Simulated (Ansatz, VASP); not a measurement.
Cd3O in VASP and in Ansatz

Contents of POSCAR:

```
Cd3O
1.0
    5.4737182877      0.0000000000      0.0000000000
    0.0000000000      5.4737182877      0.0000000000
    0.0000000000      0.0000000000      5.4737182877
Cd O
6 2
Direct
    0.0000000000      0.5000000000      0.2500000000
    0.0000000000      0.5000000000      0.7500000000
    0.2500000000      0.0000000000      0.5000000000
    0.7500000000      0.0000000000      0.5000000000
    0.5000000000      0.7500000000      0.0000000000
    0.5000000000      0.2500000000      0.0000000000
    0.0000000000      0.0000000000      0.0000000000
    0.5000000000      0.5000000000      0.5000000000
```

Contents of INCAR.step1:

```
SYSTEM = Cd3O
PREC = Accurate
ENCUT = 660
ISMEAR = 0
SIGMA = 0.1
LREAL = .FALSE.
LASPH = .TRUE.
NELM = 120
NBANDS = 52
GGA = PE
ALGO = Normal
EDIFF = 1E-5
LWAVE = .TRUE.
LCHARG = .FALSE.
GGA_COMPAT = .FALSE.
```

Contents of INCAR.step2:

```
SYSTEM = Cd3O
PREC = Accurate
ENCUT = 660
EDIFF = 1E-6
ISMEAR = 0
SIGMA = 0.1
LREAL = .FALSE.
LASPH = .TRUE.
NELM = 120
ALGO = Normal
ISIF = 2
LWAVE = .FALSE.
LCHARG = .FALSE.
METAGGA = R2SCAN
LMIXTAU = .TRUE.
NBANDS = 52
ISTART = 1
GGA_COMPAT = .FALSE.
```

KPOINTS

```
Automatic mesh
0
G
  4 4 4
  0 0 0
```

Input for Ansatz:

```yaml
crystal:
  lattice:
    - [5.4737182877, 0.0, 0.0]
    - [0.0, 5.4737182877, 0.0]
    - [0.0, 0.0, 5.4737182877]
  atoms:
    - { symbol: Cd, position: [0.0, 0.5, 0.25] }
    - { symbol: Cd, position: [0.0, 0.5, 0.75] }
    - { symbol: Cd, position: [0.25, 0.0, 0.5] }
    - { symbol: Cd, position: [0.75, 0.0, 0.5] }
    - { symbol: Cd, position: [0.5, 0.75, 0.0] }
    - { symbol: Cd, position: [0.5, 0.25, 0.0] }
    - { symbol: O, position: [0.0, 0.0, 0.0] }
    - { symbol: O, position: [0.5, 0.5, 0.5] }
basis:
  ecutwfc: 500
kpoints:
  mp_grid: { grid: [4, 4, 4] }
hamiltonian:
  xc: r2scan
scf:
  occupations: { method: gaussian, width: 0.1 }
  lower_state_search: "off"
output:
  forces: true
  stress: true
  eigenvalues: true
```

Alike in both runs: task single point; functional r2SCAN; k mesh 4 × 4 × 4; occupations gaussian, width 0.1 eV; no spin polarisation.

|  | VASP | Ansatz |
| --- | --- | --- |
| version | VASP 6.6.1 | Ansatz 0.2.0 |
| potentials or method | VASP PAW PBE potentials, release 64 (Cd, O), cutoff 660 eV | scalar-relativistic, plane waves, PAW |
| valence electrons in the cell | 84 | 132 |

```csv
,VASP,Ansatz,Ansatz less VASP
gap on the k mesh at the Fermi level (eV),none,none,-
pressure (GPa),-6.3,-6.5,-0.20
```

VASP's potentials were made for PBE, not for r2SCAN. A gap of «none» marks a metal or a gap that the smearing closes. The functional is the same, so the differences come from potentials, cutoffs and numerics. VASP's potentials hold 84 valence electrons a cell and Ansatz's 132, so a difference there can come from the potentials and not from the codes.
